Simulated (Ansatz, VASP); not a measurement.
## Two plane-wave programs on ZnS

POSCAR

```
ZnS
1.0
    3.8109987816      0.0000000000      0.0000000000
   -1.9054993908      3.3004217586      0.0000000000
    0.0000000000      0.0000000000      6.2340000000
Zn S
2 2
Direct
    0.3279401464      0.6666666667      0.0000000000
    0.6720598536      0.3333333333      0.5000000000
    0.3202134131      0.6666666667      0.3850000000
    0.6797865869      0.3333333333      0.8850000000
```

File INCAR.step1:

```
  PREC = Accurate
  ENCUT = 520
  ISMEAR = 0
  SIGMA = 0.05
  LREAL = F
  LASPH = T
  NELM = 80
  NBANDS = 26
  GGA = PE
  ALGO = Normal
  EDIFF = 1E-4
  LWAVE = T
  LCHARG = F
```

The input INCAR.step2:

```
  PREC = Accurate
  ENCUT = 520
  EDIFF = 1E-6
  ISMEAR = 0
  SIGMA = 0.05
  LREAL = F
  LASPH = T
  NELM = 80
  ALGO = Normal
  ISIF = 2
  LWAVE = F
  LCHARG = F
  METAGGA = R2SCAN
  LMIXTAU = T
  NBANDS = 26
  ISTART = 1
```

The input KPOINTS:

```
regular mesh
0
Gamma
  6 6 4
```

Input for Ansatz:

```yaml
crystal:
  lattice:
    - [3.8109987816, 0.0, 0.0]
    - [-1.9054993908, 3.3004217586, 0.0]
    - [0.0, 0.0, 6.234]
  atoms:
    - { symbol: Zn, position: [0.3279401464, 0.6666666667, 0.0] }
    - { symbol: Zn, position: [0.6720598536, 0.3333333333, 0.5] }
    - { symbol: S, position: [0.3202134131, 0.6666666667, 0.385] }
    - { symbol: S, position: [0.6797865869, 0.3333333333, 0.885] }
basis:
  ecutwfc: 500
kpoints:
  mp_grid: { grid: [6, 6, 4] }
hamiltonian:
  xc: r2scan
scf:
  occupations: { method: gaussian, width: 0.05 }
output:
  forces: true
  stress: true
  eigenvalues: true
```

Change from the starting cell: mode 10 (298.8 1/cm) frozen in, largest displacement +0.050 Å.

Alike in both runs: task single point; functional r2SCAN; k mesh 6 × 6 × 4; occupations gaussian, width 0.05 eV; no spin polarisation.

|  | VASP | Ansatz |
| --- | --- | --- |
| version | VASP 6.6.1 | Ansatz 0.2.0 |
| potentials or method | VASP PAW PBE potentials, release 64 (Zn, S), cutoff 520 eV | scalar-relativistic, plane waves, PAW |
| valence electrons in the cell | 36 | 36 |

Ansatz gave:

| Property | Result |
| --- | --- |
| gap on the k mesh at the Fermi level (eV) | 2.79 |
| least direct gap on the mesh (eV) | 2.79 |
| pressure (GPa) | 0.3 |
| traceless stress, the component that is largest in VASP (GPa) | 1.94 |
| rms of the force components (eV/Å) | 0.349 |

Estimate VASP's values.

gap on the k mesh at the Fermi level (eV): 2.80; least direct gap on the mesh (eV): 2.80; pressure (GPa): 0.4; traceless stress, the component that is largest in VASP (GPa): 1.92; rms of the force components (eV/Å): 0.356.

VASP's potentials were made for PBE, not for r2SCAN. Atom by atom the forces differ by 0.012 eV/Å (rms over components). The functional is the same, so the differences come from potentials, cutoffs and numerics.
